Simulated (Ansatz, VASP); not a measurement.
## Ta in VASP and in Ansatz

```
Ta
1.0
     5.33308    0.00000    0.00000
     0.00000    5.33308    0.00000
     0.00000    0.00000    5.33308
Ta
8
Direct
  0.00000 0.00000 0.00000
  0.50000 0.50000 0.50000
  0.25000 0.00000 0.50000
  0.75000 0.00000 0.50000
  0.50000 0.75000 0.00000
  0.50000 0.25000 0.00000
  0.00000 0.50000 0.75000
  0.00000 0.50000 0.25000
```

Alike in both runs: task relaxation of cell and atoms; functional PBE; k mesh 8 × 8 × 8; occupations gaussian, width 0.1 eV; no spin polarisation.

|  | VASP | Ansatz |
| --- | --- | --- |
| version | VASP 6.6.1 | Ansatz 0.2.0 |
| potentials or method | VASP PAW PBE potentials, release 64 (Ta_pv), cutoff 500 eV | scalar-relativistic, all-electron LAPW |

VASP gave:

```
gap on the k mesh at the Fermi level, each at its own relaxed structure (eV) : none
relaxed volume (Å³/atom)                                                     : 18.74
relaxed length of the cell vector where the two differ most in proportion (Å)              : 5.313
```

**Question.** What did Ansatz give for the same quantities?

**Answer.** gap on the k mesh at the Fermi level, each at its own relaxed structure (eV): none; relaxed volume (Å³/atom): 18.73; relaxed length of the cell vector where the two differ most in proportion (Å): 5.312.

A gap of «none» marks a metal or a gap that the smearing closes. Ansatz ran all-electron here, and VASP with PAW potentials.

Spin-orbit coupling is off throughout.
